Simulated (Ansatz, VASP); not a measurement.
# One calculation of Mg, two programs

Contents of INCAR:

```
SYSTEM = Mg
ALGO = Normal ; EDIFF = 1E-6
ENCUT = 520 ; GGA = PS
ISIF = 2 ; ISMEAR = -1
LASPH = .TRUE. ; LCHARG = .FALSE.
LREAL = .FALSE. ; LWAVE = .FALSE.
NBANDS = 7 ; NELM = 100
PREC = Accurate ; SIGMA = 0.05
```

File KPOINTS:

```
k-points
0
G
  15 15 15
  0 0 0
```

POSCAR

```
Mg
1.0
   -1.8660952039      1.8660952039      1.7069401276
    1.8660952039     -1.8660952039      1.7069401276
    1.8660952039      1.8660952039     -1.7069401276
Mg
1
Direct
    0.0000000000      0.0000000000      0.0000000000
```

Input for Ansatz:

```yaml
crystal:
  lattice:
    - [-1.8660952039, 1.8660952039, 1.7069401276]
    - [1.8660952039, -1.8660952039, 1.7069401276]
    - [1.8660952039, 1.8660952039, -1.7069401276]
  atoms:
    - { symbol: Mg, position: [0.0, 0.0, 0.0] }
kpoints:
  mp_grid: { grid: [15, 15, 15] }
scf:
  occupations: { method: fermi_dirac, width: 0.05 }
hamiltonian:
  xc: pbesol
  pseudopotentials: { kind: all_electron, lapw: { basis_error: 0.001 } }
output:
  forces: true
  stress: true
  eigenvalues: true
```

Change from the starting cell: volume scaled by 1.05.

Alike in both runs: task single point; functional PBEsol; k mesh 15 × 15 × 15; occupations fermi-dirac, width 0.05 eV; no spin polarisation.

|  | VASP | Ansatz |
| --- | --- | --- |
| version | VASP 6.6.1 | Ansatz 0.2.0 |
| potentials or method | VASP PAW PBE potentials, release 64 (Mg), cutoff 520 eV | all-electron LAPW, scalar-relativistic |

Ansatz gave:

```
pressure (GPa)                                                : -1.7
traceless stress, the component that is largest in VASP (GPa) : 0.13
```

Estimate VASP's values.

pressure (GPa): -1.8; traceless stress, the component that is largest in VASP (GPa): 0.13.

VASP's potentials were made for PBE, not for PBEsol. Ansatz ran all-electron here, and VASP with PAW potentials.
